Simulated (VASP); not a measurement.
# TaC2 (P6/mmm) in VASP: further runs

The runs below take TaC2 through relaxation of cell and atoms, single point, with PBE.

Program: VASP 6.6.1. These are calculated values, not measurements. Logs are shortened: lines on timing, memory, paths and dates and some standing lists are left out, and cuts for length are marked.

## (1) The cell of the first run

It takes space group P6/mmm (No. 191, hexagonal). Conventional cell: a = 3.793 Å, b = 3.793 Å, c = 3.168 Å, α = 90.00°, β = 90.00°, γ = 120.00°. Within 2.9 Å of Ta (site symmetry 6/mmm) lie 6 C at 2.19 Å. C (site symmetry -6m2) has 3 C at 2.19 Å and 3 Ta at 2.19 Å within 2.9 Å.

## (2) Relaxation of cell and atoms, PBE

INCAR

```
ALGO = Normal
EDIFF = 1E-6
EDIFFG = -0.01
ENCUT = 600
GGA = PE
IBRION = 2
ISIF = 3
ISMEAR = 0
LASPH = T
LCHARG = F
LREAL = F
LWAVE = F
NELM = 60
NSW = 100
PREC = Accurate
SIGMA = 0.1
```

KPOINTS

```
k-points
0
Gamma
  12 12 14
```

POSCAR

```
TaC2
1.0
    3.7932748585      0.0000000000      0.0000000000
   -1.8966374293      3.2850723910      0.0000000000
    0.0000000000      0.0000000000      3.1684278113
Ta C
1 2
Direct
    0.0000000000      0.0000000000      0.5000000000
    0.3333333333      0.6666666667      0.5000000000
    0.6666666667      0.3333333333      0.5000000000
```

Potentials or basis: VASP PAW PBE potentials, release 64 (Ta_pv, C).

Launch:

```
$ cat potpaw_PBE.64/Ta_pv/POTCAR potpaw_PBE.64/C/POTCAR > POTCAR
$ mpirun -np 1 vasp_std > vasp.out
```

OUTCAR:

```text
EDIFF = 1E-6
   EDIFFG = -0.01
   ENCUT = 600
   GGA = PE
   IBRION = 2
   ISIF = 3
   ISMEAR = 0
   LASPH = T
   LREAL = F
   NELM = 60
   NSW = 100
   PREC = Accurate

 ion  position               nearest neighbor table
   1  0.000  0.000  0.500-   2 2.19   3 2.19   3 2.19   2 2.19   3 2.19   2 2.19
   2  0.333  0.667  0.500-   1 2.19   1 2.19   1 2.19
   3  0.667  0.333  0.500-   1 2.19   1 2.19   1 2.19

  LATTYP: Found a hexagonal cell.
 ALAT       =     3.7932748585
 C/A-ratio  =     0.8352750406

  Lattice vectors:

 A1 = (   3.7932748585,   0.0000000000,   0.0000000000)
 A2 = (  -1.8966374293,   3.2850723910,   0.0000000000)
 A3 = (   0.0000000000,   0.0000000000,   3.1684278113)

Analysis of symmetry for initial positions (statically):
=====================================================================
 Subroutine PRICEL returns:
 Original cell was already a primitive cell.

 Routine SETGRP: Setting up the symmetry group for a
 hexagonal supercell.

 Subroutine GETGRP returns: Found 24 space group operations
 (whereof 24 operations were pure point group operations)
 out of a pool of 24 trial point group operations.

The static configuration has the point symmetry D_6h.

Analysis of symmetry for dynamics (positions and initial velocities):
=====================================================================
 Subroutine PRICEL returns:
 Original cell was already a primitive cell.

 Routine SETGRP: Setting up the symmetry group for a
 hexagonal supercell.

 Subroutine GETGRP returns: Found 24 space group operations
 (whereof 24 operations were pure point group operations)
 out of a pool of 24 trial point group operations.

The dynamic configuration has the point symmetry D_6h.

 Subroutine INISYM returns: Found 24 space group operations
 (whereof 24 operations are pure point group operations),
 and found     1 'primitive' translations

----------------------------------------------------------------------------------------

                                     Primitive cell

  volume of cell :      39.4824

  direct lattice vectors                    reciprocal lattice vectors
     3.793274858  0.000000000  0.000000000     0.263624450  0.152203647  0.000000000
    -1.896637429  3.285072391  0.000000000     0.000000000  0.304407295  0.000000000
     0.000000000  0.000000000  3.168427811     0.000000000  0.000000000  0.315613945

  length of vectors
[... 98 lines left out ...]
   EFERMI =   0.00;   METHOD = LEGACY
   ISMEAR =     0;   SIGMA  =   0.10  broadening in eV -4-tet -1-fermi 0-gaus
   EFERMI_NEDOS =   21; number of points for ismear=-14 and -15
   IALGO  =     38    algorithm
   IMIX   =      4    mixing-type and parameters
     AMIX     =   0.40;   BMIX     =  1.00
     AMIX_MAG =   1.60;   BMIX_MAG =  1.00
  volume/ion in A,a.u.               =      13.16        88.81
  Fermi-wavevector in a.u.,A,eV,Ry     =   1.282897  2.424323 22.392793  1.645824
  Thomas-Fermi vector in A             =   2.415181
   LORBIT       =      0    0 simple, 1 ext, 2 COOP (PROOUT), +10 PAW based schemes
   GGA     = PE    functional components
   LHFCALC =     F    Hartree Fock is set to
   AEXX    =    0.0000 exact exchange contribution
   IVDW    =     0    specifies the selected vdW correction
   LEPSILON=     F    determine dielectric tensor
   LRPA    =     F    only Hartree local field effects (RPA)
 conjugate gradient relaxation of ions
 non-spin polarized calculation
 Gauss-broadening in eV      SIGMA  =   0.10
  energy-cutoff  :      600.00
  volume of cell :       39.48
 maximum number of plane-waves:      1339
   NGX = 15   NGY = 15   NGZ = 13

--------------------------------------- Ionic step        1  -------------------------------------------

 number of electron      18.9999998 magnetization

 Free energy of the ion-electron system (eV)
  ---------------------------------------------------
  ext. energy  EPLUGINS =         0.00000000
  ---------------------------------------------------
  free energy    TOTEN  =       -23.71842171 eV

  energy without entropy =      -23.70833077  energy(sigma->0) =      -23.71337624

------------------------ aborting loop because EDIFF is reached ----------------------------------------

  FORCE on cell =-STRESS in cart. coord.  units (eV):
  Direction    XX          YY          ZZ          XY          YZ          ZX
  --------------------------------------------------------------------------------------
  -------------------------------------------------------------------------------------
  Total       -0.3067274     -0.3067274      0.1341655      0.0000000      0.0000000      0.0000000
  in kB      -12.4468680    -12.4468680      5.4443794      0.0000000      0.0000000      0.0000000
  external PRESSURE =      -6.4831189 kB  Pullay stress =       0.0000000 kB
[... 135 lines left out ...]
--------------------------------------- Ionic step        5  -------------------------------------------

 number of electron      18.9999998 magnetization

 Free energy of the ion-electron system (eV)
  ---------------------------------------------------
  ext. energy  EPLUGINS =         0.00000000
  ---------------------------------------------------
  free energy    TOTEN  =       -23.71938072 eV

  energy without entropy =      -23.70898003  energy(sigma->0) =      -23.71418037

 E-fermi :   4.0686     XC(G=0): -11.2426

 val. band max:        4.0679334367   @ k =   0.2500  -0.0000   0.5000
 cond. band min:       4.0734908354   @ k =   0.3333   0.0833   0.2857
 fundamental gap:      0.0055573987
 Fermi energy:         4.0686053909

 k-point     1 :       0.0000    0.0000    0.0000
  band No.  band energies     occupation
      1     -30.0743      2.00000
      2     -30.0560      2.00000
      3     -30.0560      2.00000
      4      -9.5789      2.00000
      5      -1.9466      2.00000
      6      -1.9466      2.00000
      7      -1.2220      2.00000
      8       1.8447      2.00000
      9       3.3736      2.00000
     10       6.6419      0.00000
     11       6.6419      0.00000
     12       7.0564      0.00000
     13       7.0564      0.00000
[... 354 lines left out ...]
  band No.  band energies     occupation
      1     -30.1514      2.00000
      2     -30.0815      2.00000
      3     -30.0806      2.00000
      4      -7.9317      2.00000
      5      -5.1957      2.00000
      6      -0.3730      2.00000
      7       1.9833      2.00000
      8       2.2052      2.00000
      9       2.8389      2.00000
     10       4.4158      0.00000
     11       4.8810      0.00000
     12       6.0385      0.00000
     13       6.6709      0.00000

 [... further k-points ...]
[... 5 lines left out ...]
  --------------------------------------------------------------------------------------
  -------------------------------------------------------------------------------------
  Total       -0.0076065     -0.0076065     -0.0231544      0.0000000     -0.0000000      0.0000000
  in kB       -0.3080403     -0.3080403     -0.9376815      0.0000000     -0.0000000      0.0000000
  external PRESSURE =      -0.5179207 kB  Pullay stress =       0.0000000 kB
[... 18 lines left out ...]
  FREE ENERGIE OF THE ION-ELECTRON SYSTEM (eV)
  ---------------------------------------------------
  free  energy   TOTEN  =       -23.7193807182 eV

  energy  without entropy=      -23.7089800315  energy(sigma->0) =      -23.71418037

 reached required accuracy - stopping structural energy minimisation
```

OSZICAR:

```text
N       E                     dE             d eps       ncg     rms          rms(c)
DAV:   1     0.112102302567E+03    0.11210E+03   -0.11110E+04  3952   0.152E+03
[... 36 lines left out ...]
       N       E                     dE             d eps       ncg     rms          rms(c)
DAV:   1    -0.237223186864E+02   -0.30113E-02   -0.80735E-02  3967   0.264E+00    0.283E-01
DAV:   2    -0.237198444666E+02    0.24742E-02   -0.48909E-03  4297   0.486E-01    0.109E-01
DAV:   3    -0.237194101223E+02    0.43434E-03   -0.14500E-03  4783   0.327E-01    0.532E-02
DAV:   4    -0.237193800159E+02    0.30106E-04   -0.12225E-04  4662   0.826E-02    0.382E-02
DAV:   5    -0.237193811465E+02   -0.11307E-05   -0.12141E-05  4884   0.230E-02    0.533E-03
DAV:   6    -0.237193807182E+02    0.42835E-06   -0.29560E-06  3368   0.118E-02
   5 F= -.23719381E+02 E0= -.23714180E+02  d E =-.261525E-03
```

CONTCAR:

```text
TaC2
   1.00000000000000
     3.7858238382070315    0.0000000000001137   -0.0000000000000000
    -1.8929119191533190    3.2786196181421063   -0.0000000000000000
    -0.0000000000000000    0.0000000000000000    3.1874054611484852
  Ta              C
     1     2
Direct
     0.0000000000000000    0.0000000000000000    0.5000000000000000
     0.3333333332999970    0.6666666667000030    0.5000000000000000
     0.6666666667000030    0.3333333332999970    0.5000000000000000

  0.00000000E+00  0.00000000E+00  0.00000000E+00
  0.00000000E+00  0.00000000E+00  0.00000000E+00
  0.00000000E+00  0.00000000E+00  0.00000000E+00
```

Run time: 6.3 min. Hardware: 1 thread of Intel Xeon 8259CL, shared host; peak memory 0.25 GiB.

What came out:

```yaml
Free_energy: -23.7194 eV
Relaxed_volume: 13.19 Å³/atom
Relaxed_cell: a = 3.786 Å, b = 3.786 Å, c = 3.187 Å, α = 90.00°, β = 90.00°, γ = 120.00°
Space_group_after_relaxing_to_0.05_Å: P6/mmm (No. 191)
Energy_gained_by_relaxing: 0.3 meV/atom
Ionic_steps: 5
Pressure_after_relaxing: -0.1 GPa
```

Step by step:
| step | energy change (eV) | largest force (eV/Å) | pressure (GPa) | volume (Å³) |
| --- | --- | --- | --- | --- |
| 1 | 0.0000 | 0.0000 | -0.65 | 39.48 |
| 2 | 0.0007 | 0.0000 | 1.54 | 39.18 |
| 3 | -0.0007 | 0.0000 | 0.25 | 39.36 |
| 4 | -0.0009 | 0.0000 | 0.15 | 39.43 |
| 5 | -0.0010 | 0.0000 | -0.05 | 39.56 |

Final structure:
```cif
data_structure
_symmetry_space_group_name_H-M 'P 1'
_symmetry_Int_Tables_number 1
_cell_length_a 3.7858
_cell_length_b 3.7858
_cell_length_c 3.1874
_cell_angle_alpha 90.000
_cell_angle_beta 90.000
_cell_angle_gamma 120.000
_cell_volume 39.56
loop_
_atom_site_label
_atom_site_type_symbol
_atom_site_fract_x
_atom_site_fract_y
_atom_site_fract_z
_atom_site_occupancy
Ta1 Ta 0.00000 0.00000 0.50000 1
C1 C 0.33333 0.66667 0.50000 1
C2 C 0.66667 0.33333 0.50000 1
```

Levels at points of the mesh, in eV from the Fermi level:
```tsv
k point	band 8	band 9	band 10	band 11	band 12	band 13
(0.00, 0.00, 0.00)	-2.22	-0.70	2.57	2.57	2.99	2.99
(0.50, 0.00, 0.00)	-1.63	-1.45	-0.89	1.71	2.67	3.22
(0.00, 0.00, 0.50)	-4.57	0.85	0.85	1.77	3.09	3.09
(0.50, 0.00, 0.50)	-2.58	-1.22	-0.69	0.21	3.41	5.01
```

Caveat: spin-orbit coupling is left out, which moves the levels of the heavy elements.

## (3) Single point, PBE

INCAR

```
SYSTEM = TaC2
  PREC = Accurate
  ENCUT = 600
  EDIFF = 1E-6
  ISMEAR = 0
  SIGMA = 0.1
  LREAL = .False.
  LASPH = .True.
  NELM = 120
  ALGO = Normal
  ISIF = 2
  LWAVE = .False.
  LCHARG = .False.
  GGA = PE
  NBANDS = 18
  GGA_COMPAT = .False.
```

KPOINTS

```
Automatic mesh
0
Gamma
  12 12 14
  0 0 0
```

POSCAR

```
TaC2
1.0
    3.7824980198      0.0000000000      0.0000000000
   -1.8912490099      3.2757393749      0.0000000000
    0.0000000000      0.0000000000      3.1888852933
Ta C
1 2
Direct
    0.0000000000      0.0000000000      0.5000000000
    0.3333333333      0.6666666667      0.5000000000
    0.6666666667      0.3333333333      0.5000000000
```

Potentials or basis: VASP PAW PBE potentials, release 64 (Ta_sv_GW, C).

Launch:

```
$ cat potpaw_PBE.64/Ta_sv_GW/POTCAR potpaw_PBE.64/C/POTCAR > POTCAR
$ mpirun -np 1 vasp_std > vasp.out
```

Run time: 67 s. Hardware: 1 thread of Intel Xeon 6975P-C (Granite Rapids), shared host; peak memory 0.28 GiB.

Results (log left out):

| Property | Result |
| --- | --- |
| Free energy | -26.2382 eV |
| Pressure | 0.0 GPa |

Stress tensor (GPa, compression positive):
```
 0.09  0.00  0.00
 0.00  0.09  0.00
 0.00  0.00 -0.15
```

Levels at points of the mesh, in eV from the Fermi level:
| k point | band 9 | band 10 | band 11 | band 12 | band 13 | band 14 |
| --- | --- | --- | --- | --- | --- | --- |
| (0.00, 0.00, 0.00) | -2.22 | -0.71 | 2.59 | 2.59 | 2.99 | 2.99 |
| (0.50, 0.00, 0.00) | -1.62 | -1.47 | -0.90 | 1.69 | 2.67 | 3.20 |
| (0.00, 0.00, 0.50) | -4.57 | 0.86 | 0.86 | 1.77 | 3.11 | 3.11 |
| (0.50, 0.00, 0.50) | -2.59 | -1.22 | -0.70 | 0.22 | 3.40 | 5.03 |

Caveat: spin-orbit coupling is left out, which moves the levels of the heavy elements.
